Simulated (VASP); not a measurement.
**HfC: single point with PBEsol-based screened hybrid with 25 % exact exchange**

The system is HfC.

```
CELL_PARAMETERS angstrom
-1.63060 2.30597 1.63063
1.63060 -2.30597 1.63063
1.63060 2.30597 -1.63063
ATOMIC_POSITIONS crystal
Hf 0.08208 0.08208 0.00000
C 0.58208 0.08208 0.50000
```

```yaml
Program: VASP 6.6.1
Task: single point
Functional: PBEsol-based screened hybrid with 25 % exact exchange
Potentials_or_basis: VASP PAW PBE potentials, release 64 (Hf_pv, C)
Cutoff: 520 eV
k_mesh: 6 × 6 × 6
Occupations: fermi-dirac, width 0.05 eV
Spin: no spin polarisation
```

```
Pressure               : -2.8 GPa
Band gap on the k mesh : zero (bands 7 and 8 overlap by 1.61 eV)
```

Levels at points of the mesh, in eV from the Fermi level:
| k point | band 3 | band 4 | band 5 | band 6 | band 7 | band 8 | band 9 | band 10 | band 11 | band 12 |
| --- | --- | --- | --- | --- | --- | --- | --- | --- | --- | --- |
| (0.00, 0.00, 0.00) | -31.35 | -13.84 | 1.34 | 1.34 | 1.34 | 2.15 | 2.15 | 2.15 | 4.22 | 4.22 |
| (0.50, 0.00, 0.00) | -31.43 | -9.55 | -6.91 | -3.36 | -3.36 | 6.64 | 6.65 | 7.21 | 7.57 | 13.33 |
| (0.00, 0.50, 0.00) | -31.63 | -11.74 | -2.96 | -1.58 | 0.03 | 0.03 | 6.38 | 8.18 | 8.18 | 9.91 |
| (0.50, 0.50, 0.00) | -31.43 | -9.55 | -6.91 | -3.36 | -3.36 | 6.64 | 6.64 | 7.21 | 7.57 | 13.33 |
| (0.50, 0.50, 0.50) | -31.63 | -11.74 | -2.96 | -1.58 | 0.03 | 0.03 | 6.38 | 8.18 | 8.18 | 9.91 |

Run time: 49 min on 1 thread of Intel(R) Xeon(R) Platinum 8488C (Sapphire Rapids), on a shared host, peak memory 0.27 GiB.

Caveat: the k points lie up to 0.39 Å⁻¹ apart, too coarse for converged energies and pressures of a metal; the PAW data sets were made with another functional, which shifts forces and pressure a little; spin-orbit coupling is left out, which moves the levels of the heavy elements.
